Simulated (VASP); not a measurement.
ScF6, 7 atoms in the cell. Symmetry: P6/mmm, No. 191, hexagonal system. Conventional cell: a = 4.311 Å, b = 4.311 Å, c = 5.611 Å, α = 90.00°, β = 90.00°, γ = 120.00°. Within 2.9 Å of Sc (site symmetry 6/mmm) lie 6 F at 2.16 Å. F (site symmetry mmm) has 6 F at 2.16 to 2.81 Å within 2.9 Å. F (site symmetry mmm) has 2 Sc at 2.16 Å and 6 F at 2.16 to 2.81 Å within 2.9 Å. The cell was generated, and may not be a known phase.

- Program: VASP 6.6.1
- Task: single point
- Functional: PBE
- Potentials or basis: VASP PAW PBE potentials, release 64 (Sc_sv, F)
- Cutoff: 600 eV
- k mesh: 4 × 4 × 4
- Occupations: gaussian, width 0.2 eV
- Spin: no spin polarisation
- Dipole correction: no
- Further INCAR settings: ALGO = Normal; EDIFF = 1e-06; NBANDS = 36

Potentials or basis: VASP PAW PBE potentials, release 64 (Sc_sv, F).

The run is started by

```console
$ cat potpaw_PBE.64/Sc_sv/POTCAR potpaw_PBE.64/F/POTCAR > POTCAR
$ mpirun -np 1 vasp_std > vasp.out
```

Hardware: 1 thread of Intel Xeon 8259CL (shared host).

Task: How long does it take, and how much memory?

Result: It took 76 s on 1 thread of Intel Xeon 8259CL (shared host), peak memory 0.25 GiB. Counts: scf iterations 19, k points 12.
